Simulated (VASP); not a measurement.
# Ca (I4/mmm) in VASP: notebook, part 2 of 2

VASP 6.6.1.

### 3 Relaxation of cell and atoms, PBE

This run uses another cell than the first one, of 41.79 Å³/atom.

INCAR

```
SYSTEM = Ca
ALGO = Fast ; EDIFF = 1E-7
EDIFFG = -0.01 ; ENCUT = 600
GGA = PE ; IBRION = 2
ISIF = 3 ; ISMEAR = 0
LASPH = .True. ; LCHARG = .False.
LREAL = .False. ; LWAVE = .False.
NELM = 80 ; NSW = 100
PREC = Accurate ; SIGMA = 0.1
```

KPOINTS

```
k-points
0
Gamma
  18 18 18
  0 0 0
```

POSCAR

```
Ca
1.0
   -2.2562550726      2.2562550726      2.0524114846
    2.2562550726     -2.2562550726      2.0524114846
    2.2562550726      2.2562550726     -2.0524114846
Ca
1
Direct
    0.0000000000      0.0000000000      0.0000000000
```

Potentials or basis: VASP PAW PBE potentials, release 64 (Ca_sv).

The run is started by

```bash
$ cat potpaw_PBE.64/Ca_sv/POTCAR > POTCAR
$ mpirun -np 1 vasp_std > vasp.out
```

OUTCAR:

```text
SYSTEM = Ca
   EDIFF = 1E-7
   EDIFFG = -0.01
   ENCUT = 600
   GGA = PE
   IBRION = 2
   ISIF = 3
   ISMEAR = 0
   LASPH = .True.
   LREAL = .False.
   NELM = 80
   NSW = 100
   PREC = Accurate

 ion  position               nearest neighbor table
   1  0.000  0.000  0.000-

  LATTYP: Found a body centered tetragonal cell.
 ALAT       =     4.5125101452
 C/A-ratio  =     0.9096540145

  Lattice vectors:

 A1 = (  -2.2562550726,   2.2562550726,   2.0524114846)
 A2 = (   2.2562550726,  -2.2562550726,   2.0524114846)
 A3 = (   2.2562550726,   2.2562550726,  -2.0524114846)

Analysis of symmetry for initial positions (statically):
=====================================================================
 Subroutine PRICEL returns:
 Original cell was already a primitive cell.
[... 362 lines left out ...]
 Fermi energy:         2.0206062071

 k-point     1 :       0.0000    0.0000    0.0000
  band No.  band energies     occupation
      1     -40.0491      2.00000
      2     -20.9749      2.00000
      3     -20.9598      2.00000
      4     -20.9598      2.00000
      5      -2.0594      2.00000
      6       4.0786      0.00000
      7       4.4458      0.00000
      8       4.4458      0.00000
      9       5.1040      0.00000
[... 265 lines left out ...]
 k-point    24 :      -0.2222    0.0556   -0.0000
  band No.  band energies     occupation
      1     -40.0439      2.00000
      2     -21.0162      2.00000
      3     -20.9772      2.00000
      4     -20.9677      2.00000
      5      -1.3490      2.00000
      6       3.8061      0.00000
      7       3.9817      0.00000
      8       4.8277      0.00000
      9       5.0886      0.00000

 [... further k-points ...]

------------------------ aborting loop because EDIFF is reached ----------------------------------------

  FORCE on cell =-STRESS in cart. coord.  units (eV):
  Direction    XX          YY          ZZ          XY          YZ          ZX
  --------------------------------------------------------------------------------------
  -------------------------------------------------------------------------------------
  Total       -0.0066073     -0.0066073      0.0059375      0.0000000     -0.0000000      0.0000000
  in kB       -0.2510170     -0.2510170      0.2255700      0.0000000     -0.0000000      0.0000000
  external PRESSURE =      -0.0921547 kB  Pullay stress =       0.0000000 kB
[... 16 lines left out ...]
  FREE ENERGIE OF THE ION-ELECTRON SYSTEM (eV)
  ---------------------------------------------------
  free  energy   TOTEN  =        -1.9170695991 eV

  energy  without entropy=       -1.9098881347  energy(sigma->0) =       -1.91347887

 reached required accuracy - stopping structural energy minimisation
```

CONTCAR:

```text
Ca
   1.00000000000000
    -2.2502367064255266    2.2502367064255266    2.0821663285393179
     2.2502367064255266   -2.2502367064255266    2.0821663285393179
     2.2502367064255266    2.2502367064255266   -2.0821663285393179
  Ca
     1
Direct
     0.0000000000000000    0.0000000000000000    0.0000000000000000

  0.00000000E+00  0.00000000E+00  0.00000000E+00
```

Wall time 7.5 min (1 thread of AMD EPYC 9R45 (Zen 5), shared host); peak memory 0.35 GiB.

Results:

```
Free energy                           : -1.9171 eV
Relaxed volume                        : 42.17 Å³/atom
Relaxed cell                          : a = 3.803 Å, b = 3.803 Å, c = 3.803 Å, α = 107.44°, β = 107.44°, γ = 113.61°
Space group after relaxing (to 0.1 Å) : I4/mmm (No. 139)
Energy gained by relaxing             : 0.5 meV/atom
Ionic steps                           : 6
Pressure after relaxing               : 0.0 GPa
Band gap on the k mesh                : zero (bands 5 and 6 overlap by 0.45 eV)
```

Step by step:
```tsv
step	energy change (eV)	largest force (eV/Å)	pressure (GPa)	volume (Å³)
1	0.0000	0.0000	0.14	41.79
2	-0.0002	0.0000	0.05	42.02
3	-0.0003	0.0000	-0.05	42.29
4	-0.0003	0.0000	-0.05	42.26
5	-0.0004	0.0000	-0.04	42.24
6	-0.0005	0.0000	-0.01	42.17
```

Final structure:
```yaml
crystal:
  lattice:
    - [-2.25024, 2.25024, 2.08217]
    - [2.25024, -2.25024, 2.08217]
    - [2.25024, 2.25024, -2.08217]
  atoms:
    - { symbol: Ca, position: [0.00000, 0.00000, 0.00000] }
```

### 4 Relaxation of shape and atoms at fixed volume, PBE (43.34 Å³/atom)

This run uses another cell than the first one, of 43.34 Å³/atom.

INCAR

```
SYSTEM = Ca
  ALGO = Fast
  EDIFF = 1E-6
  EDIFFG = -0.01
  ENCUT = 600
  GGA = PE
  IBRION = 2
  ISIF = 4
  ISMEAR = 0
  LASPH = .True.
  LCHARG = .False.
  LREAL = .False.
  LWAVE = .False.
  NELM = 100
  NSW = 50
  PREC = Accurate
  SIGMA = 0.1
```

KPOINTS is that of step 3.

POSCAR

```
Ca
1.0
   -2.2659851916      2.2659851916      2.1100617186
    2.2659851916     -2.2659851916      2.1100617186
    2.2659851916      2.2659851916     -2.1100617186
Ca
1
Direct
    0.0000000000      0.0000000000      0.0000000000
```

The run is started by

```bash
$ cat potpaw_PBE.64/Ca_sv/POTCAR > POTCAR
$ mpirun -np 1 vasp_std > vasp.out
```

Run time: 1.8 min. Hardware: 1 thread of AMD EPYC 9R45 (Zen 5), shared host; peak memory 0.34 GiB.

Results (log left out):

- Free energy: -1.9155 eV
- Pressure after relaxing: -0.5 GPa
- Band gap on the k mesh: zero (bands 5 and 6 overlap by 0.46 eV)

Final structure:
```xyz
1
Lattice="-2.2660 2.2660 2.1101 2.2660 -2.2660 2.1101 2.2660 2.2660 -2.1101" Properties=species:S:1:pos:R:3 pbc="T T T"
Ca    0.0000    0.0000    0.0000
```

Levels at points of the mesh, in eV from the Fermi level:
```tsv
k point	band 3	band 4	band 5	band 6	band 7	band 8
(0.00, 0.00, 0.00)	-23.05	-23.05	-4.03	2.04	2.37	2.37
(0.50, 0.00, 0.00)	-23.10	-23.06	-0.84	0.03	1.19	3.21
(0.50, 0.50, 0.00)	-23.10	-23.05	-1.01	-0.21	1.59	2.92
(0.50, 0.50, 0.50)	-23.15	-23.14	0.00	0.12	3.43	3.43
```

Caveat: the relaxation stopped at its first step, so nothing moved.

### 5 The runs side by side

| task | cell | gap on the mesh (eV) | pressure (GPa) |
| --- | --- | --- | --- |
| relaxation of shape and atoms at fixed volume | relaxed from a = 3.761 Å, angles 107.6, 107.6, 113.3°, 1 atom | none | 0.6 |
| relaxation of cell and atoms | relaxed from a = 3.794 Å, angles 107.0, 107.0, 114.5°, 1 atom | none | 0.0 |
| relaxation of shape and atoms at fixed volume | relaxed from a = 3.837 Å, angles 107.6, 107.6, 113.3°, 1 atom | none | -0.5 |

Alike in all rows: level PBE; potentials or basis VASP PAW PBE potentials, release 64 (Ca_sv); no spin polarisation; k mesh 18 × 18 × 18; cutoff (eV) 600; smearing gaussian 0.1 eV.

Caveats: the relaxation stopped at its first step, so nothing moved (at least some runs).

Total energies depend on the potentials used, so only differences within one code and one set of settings carry meaning.
